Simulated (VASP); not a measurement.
Write the native input for VASP 6.6.1 that does the following.

```
Task                   : single point
Functional             : PBE
Potentials or basis    : VASP PAW PBE potentials, release 64 (Nb_sv, W_sv, Se)
Cutoff                 : 520 eV
k mesh                 : 6 × 6 × 2
Occupations            : gaussian, width 0.2 eV
Spin                   : no spin polarisation
Dipole correction      : no
Further INCAR settings : ALGO = Normal; EDIFF = 1e-07; NBANDS = 45
```

The structure of Nb2WSe5 lies in POSCAR:

```
Nb2WSe5
1.0
    3.3912274298      0.0000000000      0.0000000000
   -1.6956137149      2.9368891042      0.0000000000
    0.0000000000      0.0000000000     18.3283469581
Nb W Se
2 1 5
Direct
    0.3333333333      0.6666666667      0.5961957575
    0.3333333333      0.6666666667      0.4038042425
    0.0000000000      0.0000000000      0.0000000000
    0.3333333333      0.6666666667      0.9098152141
    0.3333333333      0.6666666667      0.0901847859
    0.0000000000      0.0000000000      0.5000000000
    0.0000000000      0.0000000000      0.6893523152
    0.0000000000      0.0000000000      0.3106476848
```

These files were run (other wordings do the same):

INCAR

```
PREC     = Accurate       # precision mode
ENCUT    = 520            # plane-wave cutoff, eV
EDIFF    = 1E-7           # SCF threshold, eV
ISMEAR   = 0              # smearing method
SIGMA    = 0.2            # smearing width, eV
LREAL    = F              # projectors in reciprocal space
LASPH    = T              # aspherical terms in the spheres
NELM     = 60             # most SCF steps
ALGO     = Normal         # electronic algorithm
ISIF     = 2              # what is computed and relaxed
LWAVE    = F              # write WAVECAR
LCHARG   = T              # write CHGCAR
GGA      = PE             # functional
LELF     = T              # ELF
LVHAR    = T            
NBANDS   = 45             # bands
```

KPOINTS

```
regular mesh
0
Gamma
  6 6 2
```

Potentials or basis: VASP PAW PBE potentials, release 64 (Nb_sv, W_sv, Se).

Launch:

```bash
$ cat potpaw_PBE.64/Nb_sv/POTCAR potpaw_PBE.64/W_sv/POTCAR potpaw_PBE.64/Se/POTCAR > POTCAR
$ mpirun -np 1 vasp_std > vasp.out
```

Results of the run:

```
Pressure               : 0.1 GPa
Largest force          : 0.048 eV/Å
Band gap on the k mesh : zero (bands 35 and 36 overlap by 0.04 eV)
```

Caveat: spin-orbit coupling is left out, which moves the levels of the heavy elements; this functional lacks dispersion, which binds layers or chains, so the pressure and a relaxed spacing across them are unreliable.

Wall time 110 s on 1 thread of Intel(R) Xeon(R) 6975P-C (Granite Rapids), with other jobs on the host, peak memory 0.37 GiB.
